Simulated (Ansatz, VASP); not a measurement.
K2S: VASP beside Ansatz

File INCAR:

```
SYSTEM = K2S
  PREC = Accurate
  ENCUT = 500
  EDIFF = 1E-6
  ISMEAR = 0
  SIGMA = 0.05
  LREAL = .False.
  LASPH = .True.
  NELM = 120
  ALGO = Normal
  ISIF = 2
  LWAVE = .False.
  LCHARG = .False.
  GGA = RE
  IVDW = 13
  NBANDS = 19
  GGA_COMPAT = .False.
```

File KPOINTS:

```
Automatic mesh
0
Gamma
  6 6 6
  0 0 0
```

Contents of POSCAR:

```
K2S
1.0
    0.0000000000      3.7010469911      3.7010469911
    3.7010469911      0.0000000000      3.7010469911
    3.7010469911      3.7010469911      0.0000000000
K S
2 1
Direct
    0.2500000000      0.2500000000      0.2500000000
    0.7500000000      0.7500000000      0.7500000000
    0.0000000000      0.0000000000      0.0000000000
```

Input for Ansatz:

```yaml
crystal:
  lattice:
    - [0.0, 3.7010469911, 3.7010469911]
    - [3.7010469911, 0.0, 3.7010469911]
    - [3.7010469911, 3.7010469911, 0.0]
  atoms:
    - { symbol: K, position: [0.25, 0.25, 0.25] }
    - { symbol: K, position: [0.75, 0.75, 0.75] }
    - { symbol: S, position: [0.0, 0.0, 0.0] }
basis:
  ecutwfc: 420
  ecutrho_ratio: 4
kpoints:
  mp_grid: { grid: [6, 6, 6] }
hamiltonian:
  xc: revpbe
  dispersion: d4
scf:
  occupations: { method: gaussian, width: 0.05 }
output:
  forces: true
  stress: true
  eigenvalues: true
```

Alike in both runs: task single point; functional revPBE; dispersion D4; k mesh 6 × 6 × 6; occupations gaussian, width 0.05 eV; no spin polarisation.

```csv
,VASP,Ansatz
version,VASP 6.6.1,Ansatz 0.2.0
potentials or method,"VASP PAW PBE potentials, release 64 (K_sv, S), cutoff 500 eV","scalar-relativistic, plane waves, PAW"
valence electrons in the cell,24,24
```

```tsv
	VASP	Ansatz	Ansatz less VASP
gap on the k mesh at the Fermi level (eV)	2.62	2.62	0.000
least direct gap on the mesh (eV)	2.81	2.81	+0.002
pressure (GPa)	0.8	0.8	-0.04
```

VASP's potentials were made for PBE, not for revPBE.
